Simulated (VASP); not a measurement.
Write the native input for VASP 6.6.1 that does the following.

```yaml
Task: single point
Functional: LDA
Potentials_or_basis: VASP PAW LDA potentials, release 64 (W_sv)
Cutoff: 520 eV
k_mesh: 22 × 22 × 22
Occupations: gaussian, width 0.15 eV
Spin: no spin polarisation
Dipole_correction: no
Further_INCAR_settings: ALGO = Fast; EDIFF = 1e-06; NBANDS = 13
```

The structure of W lies in POSCAR:

```
W
1.0
    0.0000000000      1.9526990082      2.0558015159
    1.9526990082      0.0000000000      2.0558015159
    1.9526990082      1.9526990082      0.0000000000
W
1
Direct
    0.0000000000      0.0000000000      0.0000000000
```

One way to write it, as run:

INCAR

```
SYSTEM = W
ALGO = Fast
EDIFF = 1E-6
ENCUT = 520
ISIF = 2
ISMEAR = 0
LASPH = .TRUE.
LCHARG = .FALSE.
LREAL = .FALSE.
LWAVE = .FALSE.
NBANDS = 13
NELM = 100
PREC = Accurate
SIGMA = 0.15
```

KPOINTS

```
k-points
0
G
  22 22 22
  0 0 0
```

Potentials or basis: VASP PAW LDA potentials, release 64 (W_sv).

Launch:

```bash
$ cat potpaw_LDA.64/W_sv/POTCAR > POTCAR
$ mpirun -np 1 vasp_std > vasp.out
```

It gave:

```json
{
  "Pressure": "1.8 GPa",
  "Band gap on the k mesh": "zero (bands 7 and 8 overlap by 4.29 eV)"
}
```

Caveat: spin-orbit coupling is left out, which moves the levels of the heavy elements.

Wall time 2.6 min on 1 thread of AMD EPYC 7R13 Processor (Zen 3), on a shared host, peak memory 0.23 GiB.
